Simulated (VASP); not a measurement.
## AlGa3N4: single point with PBEsol

Crystal: AlGa3N4.

```
Al Ga N
1.0
     4.47169    0.00000    0.00000
     0.00000    4.47169    0.00000
     0.00000    0.00000    4.47169
Al Ga N
1 3 4
Direct
  0.00000 0.00000 0.00000
  0.50000 0.50000 0.01957
  0.50000 0.00000 0.50000
  0.00000 0.50000 0.50000
  0.75571 0.75571 0.24429
  0.75571 0.24429 0.75571
  0.24429 0.75571 0.75571
  0.24429 0.24429 0.24429
```

This cell differs from its parent crystal: atom 2 (Ga) moved +0.087 Å along Cartesian [0 0 1].

```yaml
Program: VASP 6.6.1
Task: single point
Functional: PBEsol
Potentials_or_basis: VASP PAW PBE potentials, release 64 (Al, Ga_d, N)
Cutoff: 520 eV
k_mesh: 6 × 6 × 6
Occupations: gaussian, width 0.05 eV
Spin: no spin polarisation
```

```json
{
 "Pressure": "-0.5 GPa",
 "Largest force": "1.476 eV/Å",
 "Band gap on the k mesh": "2.23 eV"
}
```

Forces in eV/Å, atoms in the order of the input:
```
Al   0.000  0.000 -0.268
Ga   0.000  0.000 -1.476
Ga   0.000  0.000  0.393
Ga   0.000  0.000  0.393
N    0.138  0.138  0.340
N   -0.231  0.231  0.140
N    0.231 -0.231  0.140
N   -0.138 -0.138  0.340
```

Stress tensor (GPa, compression positive):
```
-0.35  1.19  0.00
 1.19 -0.35  0.00
 0.00  0.00 -0.75
```

Levels at points of the mesh, in eV from the valence-band top:
| k point | band 27 | band 28 | band 29 | band 30 | band 31 | band 32 | band 33 | band 34 | band 35 | band 36 |
| --- | --- | --- | --- | --- | --- | --- | --- | --- | --- | --- |
| (0.00, 0.00, 0.00) | -2.48 | -2.41 | -0.07 | -0.04 | 0.00 | 2.23 | 3.08 | 3.32 | 3.51 | 6.37 |
| (0.50, 0.00, 0.00) | -2.84 | -1.52 | -1.51 | -1.22 | -1.22 | 4.76 | 4.87 | 6.11 | 6.11 | 7.59 |
| (0.00, 0.00, 0.50) | -2.87 | -1.72 | -1.44 | -1.24 | -1.12 | 4.70 | 4.98 | 5.95 | 6.23 | 7.59 |
| (0.50, 0.50, 0.00) | -3.05 | -1.20 | -1.05 | -0.77 | -0.62 | 6.52 | 6.74 | 6.75 | 7.18 | 7.26 |
| (0.00, 0.50, 0.50) | -2.95 | -1.04 | -1.00 | -0.97 | -0.62 | 6.52 | 6.76 | 6.78 | 7.11 | 7.21 |
| (0.50, 0.50, 0.50) | -0.86 | -0.82 | -0.75 | -0.64 | -0.57 | 4.84 | 4.86 | 4.88 | 6.10 | 8.68 |

It took 2.1 min on 1 thread of AMD EPYC 9R45 96-Core Processor (Zen 5), on a shared host, peak memory 0.27 GiB.

Caveat: the cell differs from its parent crystal (atom 2 (Ga) moved +0.087 Å along Cartesian [0 0 1]); the PAW data sets were made with another functional, which shifts forces and pressure a little.
